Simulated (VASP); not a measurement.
Wanted: the native input for a VASP 6.6.1 run.

- Task: single point
- Functional: PBE
- Potentials or basis: VASP PAW PBE potentials, release 64 (Si, O)
- Cutoff: 520 eV
- k mesh: 6 × 6 × 2
- Occupations: gaussian, width 0.1 eV
- Spin: collinear spin, ferromagnetic start
- Starting moments: [0.0, 0.0, 0.0, 0.0, 1.0] μB
- Dipole correction: no
- Further INCAR settings: ALGO = Normal; EDIFF = 1e-06; NBANDS = 23

The structure of Si4O lies in POSCAR:

```
Si4O
1.0
    2.8214044900      0.0000000000      0.0000000000
   -1.4107022500      2.4434079700      0.0000000000
    0.0000000000      0.0000000000      9.0721736200
Si O
4 1
Direct
    0.3333333300      0.6666666700      0.8658552800
    0.3333333300      0.6666666700      0.3767953500
    0.6666666700      0.3333333300      0.1341447200
    0.6666666700      0.3333333300      0.6232046500
    0.0000000000      0.0000000000      0.0000000000
```

The cell was built from a structure type or drawn by symmetry, and may not be a known phase.

These files were run (other wordings do the same):

INCAR

```
  ALGO = Normal
  EDIFF = 1E-6
  ENCUT = 520
  GGA = PE
  ISIF = 2
  ISMEAR = 0
  ISPIN = 2
  LASPH = True
  LCHARG = False
  LORBIT = 11
  LREAL = False
  LWAVE = False
  MAGMOM = 0 0 0 0 1
  NBANDS = 23
  NELM = 150
  PREC = Accurate
  SIGMA = 0.1
```

KPOINTS

```
k-points
0
Gamma
  6 6 2
```

Potentials or basis: VASP PAW PBE potentials, release 64 (Si, O).

The run is started by

```sh
$ cat potpaw_PBE.64/Si/POTCAR potpaw_PBE.64/O/POTCAR > POTCAR
$ mpirun -np 1 vasp_std > vasp.out
```

Results of the run:

```yaml
Pressure: 18.5 GPa
Largest_force: 5.273 eV/Å
Band_gap_on_the_k_mesh: zero (filled and empty bands overlap)
Net_moment: 0.00 μB per cell
Valence_electrons_inside_the_program's_atomic_spheres: Si 1.56, 1.52 (each value once); O 5.07
```

Caveat: the k points lie up to 0.43 Å⁻¹ apart, too coarse for converged energies and pressures of a metal; forces of over 1 eV/Å act on the atoms, so gaps and moduli don't describe the material at rest.

Run time: 50 s on 1 thread of Intel(R) Xeon(R) Platinum 8488C (Sapphire Rapids), on a shared host, peak memory 0.22 GiB.
